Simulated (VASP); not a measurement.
# GeSBr (I4/mmm) in VASP: single point with r2SCAN

Aim: the single point of GeSBr with r2SCAN.

All numbers are computed with VASP 6.6.1; they aren't measurements. Logs are shortened: lines on timing, memory, paths and dates and some standing lists are left out, and cuts for length are marked.

## Step 1: The cell of the first run

It takes space group I4/mmm (No. 139, tetragonal). Conventional cell: a = 3.950 Å, b = 3.950 Å, c = 17.172 Å, α = 90.00°, β = 90.00°, γ = 90.00°. S (site symmetry 4mm) has 4 Ge at 2.61 Å and 4 Br at 3.15 Å and 1 S at 3.40 Å within 3.4 Å. Within 3.4 Å of Ge (site symmetry mmm) lie 4 S at 2.61 Å and 4 Ge at 2.79 Å. Br (site symmetry 4mm) has 5 S at 3.15 to 3.73 Å and 8 Br at 3.60 to 3.95 Å and 4 Ge at 3.73 Å within 4.1 Å.

## Step 2: Single point, r2SCAN

POSCAR

```
GeSBr
1.0
    0.0000000000      3.9504586197      0.0000000000
    3.9504586197      0.0000000000      0.0000000000
    1.9752293099      1.9752293099     -8.5861710678
S Ge Br
2 2 2
Direct
    0.0989262872      0.0989262872      0.8021474256
    0.9010737128      0.9010737128      0.1978525744
    0.5000000000      0.0000000000      0.0000000000
    0.0000000000      0.5000000000      0.0000000000
    0.3160830359      0.3160830359      0.3678339282
    0.6839169641      0.6839169641      0.6321660718
```

INCAR.step1

```
SYSTEM = GeSBr
  ALGO = Normal
  EDIFF = 1E-4
  ENCUT = 520
  GGA = PE
  ISMEAR = 0
  LASPH = .TRUE.
  LCHARG = .FALSE.
  LREAL = .FALSE.
  LWAVE = .TRUE.
  NBANDS = 36
  NELM = 60
  PREC = Accurate
  SIGMA = 0.0143
```

INCAR.step2

```
SYSTEM = GeSBr
  ALGO = Normal
  EDIFF = 1E-6
  ENCUT = 520
  ISIF = 2
  ISMEAR = 0
  ISTART = 1
  LASPH = .TRUE.
  LCHARG = .FALSE.
  LMIXTAU = .TRUE.
  LREAL = .FALSE.
  LWAVE = .FALSE.
  METAGGA = R2SCAN
  NBANDS = 36
  NELM = 60
  PREC = Accurate
  SIGMA = 0.0143
```

KPOINTS

```
k-points
0
G
  5 5 5
  0 0 0
```

Potentials or basis: VASP PAW PBE potentials, release 64 (S, Ge_d, Br).

Started as:

```console
cat potpaw_PBE.64/S/POTCAR potpaw_PBE.64/Ge_d/POTCAR potpaw_PBE.64/Br/POTCAR > POTCAR
cp INCAR.step1 INCAR
mpirun -np 1 vasp_std > vasp.out
cp INCAR.step2 INCAR
mpirun -np 1 vasp_std > vasp.out
```

OUTCAR:

```text
SYSTEM = GeSBr
   EDIFF = 1E-6
   ENCUT = 520
   ISIF = 2
   ISMEAR = 0
   ISTART = 1
   LASPH = .TRUE.
   LREAL = .FALSE.
   METAGGA = R2SCAN
   NELM = 60
   PREC = Accurate

 ion  position               nearest neighbor table
   1  0.099  0.099  0.802-   4 2.61   3 2.61   3 2.61   4 2.61
   2  0.901  0.901  0.198-   3 2.61   4 2.61   3 2.61   4 2.61
   3  0.500  0.000  0.000-   1 2.61   2 2.61   2 2.61   1 2.61   4 2.79   4 2.79   4 2.79   4 2.79

   4  0.000  0.500  0.000-   1 2.61   2 2.61   2 2.61   1 2.61   3 2.79   3 2.79   3 2.79   3 2.79

   5  0.316  0.316  0.368-
   6  0.684  0.684  0.632-

  LATTYP: Found a body centered tetragonal cell.
 ALAT       =     3.9504586197
 C/A-ratio  =     4.3469236837

  Lattice vectors:

 A1 = (  -1.9752293099,   1.9752293098,   8.5861710678)
 A2 = (   1.9752293098,  -1.9752293099,   8.5861710678)
 A3 = (   1.9752293099,   1.9752293099,  -8.5861710678)

Analysis of symmetry for initial positions (statically):
=====================================================================
 Subroutine PRICEL returns:
 Original cell was already a primitive cell.

 Routine SETGRP: Setting up the symmetry group for a
 body centered tetragonal supercell.

 Subroutine GETGRP returns: Found 16 space group operations
 (whereof 16 operations were pure point group operations)
 out of a pool of 16 trial point group operations.

The static configuration has the point symmetry D_4h.

Analysis of symmetry for dynamics (positions and initial velocities):
=====================================================================
 Subroutine PRICEL returns:
 Original cell was already a primitive cell.

 Routine SETGRP: Setting up the symmetry group for a
 body centered tetragonal supercell.

 Subroutine GETGRP returns: Found 16 space group operations
 (whereof 16 operations were pure point group operations)
 out of a pool of 16 trial point group operations.

The dynamic configuration has the point symmetry D_4h.

 Subroutine INISYM returns: Found 16 space group operations
 (whereof 16 operations are pure point group operations),
 and found     1 'primitive' translations

----------------------------------------------------------------------------------------

                                     Primitive cell

  volume of cell :     133.9968

  direct lattice vectors                    reciprocal lattice vectors
     0.000000000  3.950458620  0.000000000     0.000000000  0.253135166  0.058233175
     3.950458620  0.000000000  0.000000000     0.253135166  0.000000000  0.058233175
     1.975229310  1.975229310 -8.586171068     0.000000000  0.000000000 -0.116466349

  length of vectors
     3.950458620  3.950458620  9.029141446     0.259747021  0.259747021  0.116466349

  position of ions in fractional coordinates (direct lattice)
     0.098926287  0.098926287  0.802147426
     0.901073713  0.901073713  0.197852574
     0.500000000  0.000000000  0.000000000
     0.000000000  0.500000000  0.000000000
     0.316083036  0.316083036  0.367833928
     0.683916964  0.683916964  0.632166072

  ion indices of the primitive-cell ions
   primitive index   ion index
                 1           1
                 2           2
                 3           3
                 4           4
                 5           5
                 6           6

----------------------------------------------------------------------------------------

 KPOINTS: k-points

Automatic generation of k-mesh.
 Grid dimensions read from file:
 generate k-points for:    5    5    5

 Generating k-lattice:

  Cartesian coordinates                     Fractional coordinates (reciprocal lattice)
     0.000000000  0.050627033  0.011646635     0.200000000  0.000000000  0.000000000
     0.050627033  0.000000000  0.011646635     0.000000000  0.200000000  0.000000000
     0.000000000  0.000000000 -0.023293270     0.000000000  0.000000000  0.200000000

  Length of vectors
     0.051949404  0.051949404  0.023293270

  Shift w.r.t. Gamma in fractional coordinates (k-lattice)
     0.000000000  0.000000000  0.000000000

 Subroutine IBZKPT returns following result:
 ===========================================

 Found     18 irreducible k-points:

 Following reciprocal coordinates:
            Coordinates               Weight
  0.000000  0.000000  0.000000      1.000000
  0.200000  0.000000 -0.000000      8.000000
  0.400000  0.000000 -0.000000      8.000000
  0.200000  0.200000 -0.000000      8.000000
  0.400000  0.200000 -0.000000     16.000000
 -0.400000  0.200000  0.000000     16.000000
[... 10 lines left out ...]
  0.000000  0.000000  0.400000      2.000000
 -0.200000  0.000000  0.400000      4.000000
   k-points           NKPTS =     18   k-points in BZ     NKDIM =     18   number of bands    NBANDS=     36
   number of dos      NEDOS =    301   number of ions     NIONS =      6
   total plane-waves  NPLWV =  63000
   dimension x,y,z NGX =    30 NGY =   30 NGZ =   70
   dimension x,y,z NGXF=    60 NGYF=   60 NGZF=  140
   ions per type =               2   2   2
   NGX,Y,Z   is equivalent  to a cutoff of  12.62, 12.62, 12.89 a.u.
   NGXF,Y,Z  is equivalent  to a cutoff of  25.25, 25.25, 25.78 a.u.
 SYSTEM =  GeSBr
   PREC   = accura    normal or accurate (medium, high low for compatibility)
   ISTART =      1    job   : 0-new  1-cont  2-samecut
   ICHARG =      0    charge: 1-file 2-atom 10-const
   ISPIN  =      1    spin polarized calculation?
   LNONCOLLINEAR =      F non collinear calculations
   LSORBIT =      F    spin-orbit coupling
   LASPH  =      T    aspherical Exc in radial PAW
   ENCUT  =  520.0 eV  38.22 Ry    6.18 a.u.   7.35  7.35 16.79*2*pi/ulx,y,z
   NELM   =     60;   NELMIN=  2; NELMDL=  0     # of ELM steps
   EDIFF  = 0.1E-05   stopping-criterion for ELM
   LREAL  =      F    real-space projection
   EDIFFG = 0.1E-04   stopping-criterion for IOM
   NSW    =      0    number of steps for IOM
   IBRION =     -1    ionic relax: 0-MD 1-quasi-New 2-CG
   NFREE  =      0    steps in history (QN), initial steepest desc. (CG)
   ISIF   =      2    stress and relaxation
   ISYM   =      2    0-nonsym 1-usesym 2-fastsym
   POTIM  = 0.5000    time-step for ionic-motion
   TEBEG  =    0.0;   TEEND  =   0.0 temperature during run
   PSTRESS=    0.0 pullay stress
   NELECT =      54.0000    total number of electrons
   NUPDOWN=      -1.0000    fix difference up-down
   EMIN   =  10.00;   EMAX   =-10.00  energy-range for DOS
   EFERMI =   0.00;   METHOD = LEGACY
   ISMEAR =     0;   SIGMA  =   0.01  broadening in eV -4-tet -1-fermi 0-gaus
   EFERMI_NEDOS =   21; number of points for ismear=-14 and -15
   IALGO  =     38    algorithm
   IMIX   =      4    mixing-type and parameters
     AMIX     =   0.40;   BMIX     =  1.00
     AMIX_MAG =   1.60;   BMIX_MAG =  1.00
  volume/ion in A,a.u.               =      22.33       150.71
  Fermi-wavevector in a.u.,A,eV,Ry     =   1.209227  2.285108 19.894851  1.462230
  Thomas-Fermi vector in A             =   2.344811
   LORBIT       =      0    0 simple, 1 ext, 2 COOP (PROOUT), +10 PAW based schemes
   METAGGA = R2SCAN    functional components
   LHFCALC =     F    Hartree Fock is set to
   AEXX    =    0.0000 exact exchange contribution
   IVDW    =     0    specifies the selected vdW correction
   LEPSILON=     F    determine dielectric tensor
   LRPA    =     F    only Hartree local field effects (RPA)
 non-spin polarized calculation
 Gauss-broadening in eV      SIGMA  =   0.01
  energy-cutoff  :      520.00
  volume of cell :      134.00
 maximum number of plane-waves:      3679
 NGX is ok and might be reduce to    30
   NGX = 15   NGY = 15   NGZ = 33

 number of electron      54.0000017 magnetization

 Free energy of the ion-electron system (eV)
  ---------------------------------------------------
  ext. energy  EPLUGINS =         0.00000000
  ---------------------------------------------------
  free energy    TOTEN  =       -68.08701599 eV

  energy without entropy =      -68.08555552  energy(sigma->0) =      -68.08628576

 E-fermi :   3.1367     XC(G=0): -10.4308

 val. band max:        3.0909586773   @ k =   0.2000   0.0000  -0.0000
 cond. band min:       3.1387235427   @ k =  -0.4000   0.2000   0.0000
 fundamental gap:      0.0477648654
 Fermi energy:         3.1367493757

 k-point     1 :       0.0000    0.0000    0.0000
  band No.  band energies     occupation
      1     -22.3798      2.00000
      2     -22.3184      2.00000
      3     -22.2760      2.00000
      4     -22.2626      2.00000
      5     -22.2626      2.00000
      6     -22.1972      2.00000
[... 28 lines left out ...]
     35      10.3991      0.00000
     36      11.8359      0.00000

 k-point     2 :       0.2000    0.0000   -0.0000
  band No.  band energies     occupation
      1     -22.3564      2.00000
      2     -22.3030      2.00000
      3     -22.2655      2.00000
      4     -22.2601      2.00000
      5     -22.2576      2.00000
      6     -22.2033      2.00000
[... 28 lines left out ...]
     35      10.5502      0.00000
     36      11.7373      0.00000

 k-point     3 :       0.4000    0.0000   -0.0000
  band No.  band energies     occupation
      1     -22.2938      2.00000
      2     -22.2654      2.00000
      3     -22.2543      2.00000
      4     -22.2469      2.00000
      5     -22.2396      2.00000
      6     -22.2220      2.00000
[... 28 lines left out ...]
     35      11.5844      0.00000
     36      12.1780      0.00000

 k-point     4 :       0.2000    0.2000   -0.0000
  band No.  band energies     occupation
      1     -22.3449      2.00000
      2     -22.2897      2.00000
      3     -22.2719      2.00000
      4     -22.2500      2.00000
      5     -22.2409      2.00000
      6     -22.2193      2.00000
[... 28 lines left out ...]
     35      10.6963      0.00000
     36      11.6921      0.00000

 k-point     5 :       0.4000    0.2000   -0.0000
  band No.  band energies     occupation
      1     -22.3095      2.00000
      2     -22.2774      2.00000
      3     -22.2591      2.00000
      4     -22.2560      2.00000
      5     -22.2338      2.00000
      6     -22.2248      2.00000
[... 421 lines left out ...]
 k-point    16 :      -0.2000   -0.2000    0.2000
  band No.  band energies     occupation
      1     -22.3449      2.00000
      2     -22.2897      2.00000
      3     -22.2719      2.00000
      4     -22.2500      2.00000
      5     -22.2409      2.00000
      6     -22.2193      2.00000
[... 28 lines left out ...]
     35      10.6589      0.00000
     36      11.5929      0.00000

 k-point    17 :       0.0000    0.0000    0.4000
  band No.  band energies     occupation
      1     -22.3798      2.00000
      2     -22.3184      2.00000
      3     -22.2760      2.00000
      4     -22.2626      2.00000
      5     -22.2626      2.00000
      6     -22.1972      2.00000
[... 28 lines left out ...]
     35      10.3758      0.00000
     36      10.8767      0.00000

 k-point    18 :      -0.2000    0.0000    0.4000
  band No.  band energies     occupation
      1     -22.3564      2.00000
      2     -22.3030      2.00000
      3     -22.2655      2.00000
      4     -22.2601      2.00000
      5     -22.2576      2.00000
      6     -22.2033      2.00000
[... 28 lines left out ...]
     35       9.7457      0.00000
     36      11.9251      0.00000

------------------------ aborting loop because EDIFF is reached ----------------------------------------

  FORCE on cell =-STRESS in cart. coord.  units (eV):
  Direction    XX          YY          ZZ          XY          YZ          ZX
  --------------------------------------------------------------------------------------
  -------------------------------------------------------------------------------------
  Total       -0.1455405     -0.1455405     -0.1476545      0.0000000      0.0000000      0.0000000
  in kB       -1.7402034     -1.7402034     -1.7654794      0.0000000      0.0000000      0.0000000
  external PRESSURE =      -1.7486287 kB  Pullay stress =       0.0000000 kB

 VOLUME and BASIS-vectors are now :
 -----------------------------------------------------------------------------
  energy-cutoff  :      520.00
  volume of cell :      134.00
      direct lattice vectors                 reciprocal lattice vectors
     0.000000000  3.950458620  0.000000000     0.000000000  0.253135166  0.058233175
     3.950458620  0.000000000  0.000000000     0.253135166  0.000000000  0.058233175
     1.975229310  1.975229310 -8.586171068     0.000000000  0.000000000 -0.116466349

 POSITION                                       TOTAL-FORCE (eV/Angst)
 -----------------------------------------------------------------------------------
      1.97523      1.97523     -6.88738         0.000000      0.000000     -0.028538
      3.95046      3.95046     -1.69880        -0.000000     -0.000000      0.028538
      0.00000      1.97523      0.00000         0.000000      0.000000      0.000000
      1.97523      0.00000      0.00000         0.000000      0.000000      0.000000
      1.97523      1.97523     -3.15829        -0.000000     -0.000000      0.003538
      3.95046      3.95046     -5.42789         0.000000      0.000000     -0.003538
 -----------------------------------------------------------------------------------
    total drift:                                0.000000      0.000000     -0.000000

  FREE ENERGIE OF THE ION-ELECTRON SYSTEM (eV)
  ---------------------------------------------------
  free  energy   TOTEN  =       -68.0870159949 eV

  energy  without entropy=      -68.0855555238  energy(sigma->0) =      -68.08628576
```

It took 5.4 min on 1 thread of Oxide Virtual Turin-like, shared host; peak memory 0.26 GiB.

What came out:

```
Free energy            : -68.0870 eV
Pressure               : -0.2 GPa
Largest force          : 0.029 eV/Å
Band gap on the k mesh : zero (band 27 reaches 3.39 eV, above the bottom of band 28 at 2.79 eV)
```

Forces on the atoms (eV/Å):
```
S    0.000  0.000 -0.029
S    0.000  0.000  0.029
Ge   0.000  0.000  0.000
Ge   0.000  0.000  0.000
Br   0.000  0.000  0.004
Br   0.000  0.000 -0.004
```

Caveat: the PAW data sets were made with another functional, which shifts forces and pressure a little.
